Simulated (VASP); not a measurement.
AlIn2Sb2As, 6 atoms in the cell. It takes space group P4/mmm (No. 123, tetragonal). The conventional cell has a = 5.261 Å, b = 5.261 Å, c = 6.549 Å, α = 90.00°, β = 90.00°, γ = 90.00°. Within 3.5 Å of Al (site symmetry 4/mmm) lie 4 In at 2.63 Å and 2 As at 3.27 Å. In (site symmetry mmm) has 2 Al at 2.63 Å and 4 Sb at 3.24 Å within 3.5 Å. Sb (site symmetry 4mm) has 1 Sb at 2.75 Å and 4 In at 3.24 Å within 3.6 Å. Within 4.3 Å of As (site symmetry 4/mmm) lie 2 Al at 3.27 Å and 8 Sb at 3.97 Å and 8 In at 4.20 Å. The cell was built from a structure type or drawn by symmetry, and may not be a known phase.

```yaml
Program: VASP 6.6.1
Task: relaxation of cell and atoms
Functional: PBE
Potentials_or_basis: VASP PAW PBE potentials, release 64 (Al, In_d, Sb, As)
Cutoff: 600 eV
k_mesh: 4 × 4 × 4
Occupations: gaussian, width 0.1 eV
Spin: no spin polarisation
Dipole_correction: no
Further_INCAR_settings: ALGO = Normal; EDIFF = 1e-06; IBRION = 2; EDIFFG = -0.04; NSW = 90; ISIF = 3
```

Potentials or basis: VASP PAW PBE potentials, release 64 (Al, In_d, Sb, As).

Launch:

```sh
$ cat potpaw_PBE.64/Al/POTCAR potpaw_PBE.64/In_d/POTCAR potpaw_PBE.64/Sb/POTCAR potpaw_PBE.64/As/POTCAR > POTCAR
$ mpirun -np 1 vasp_std > vasp.out
```

Hardware: 1 thread of Intel(R) Xeon(R) 6975P-C (Granite Rapids) (shared host).

Estimate the wall time of this run.

Wall time 7.7 min on 1 thread of Intel(R) Xeon(R) 6975P-C (Granite Rapids), on a shared host, peak memory 0.39 GiB. Counts: scf iterations 112, k points 18, ion steps 14.
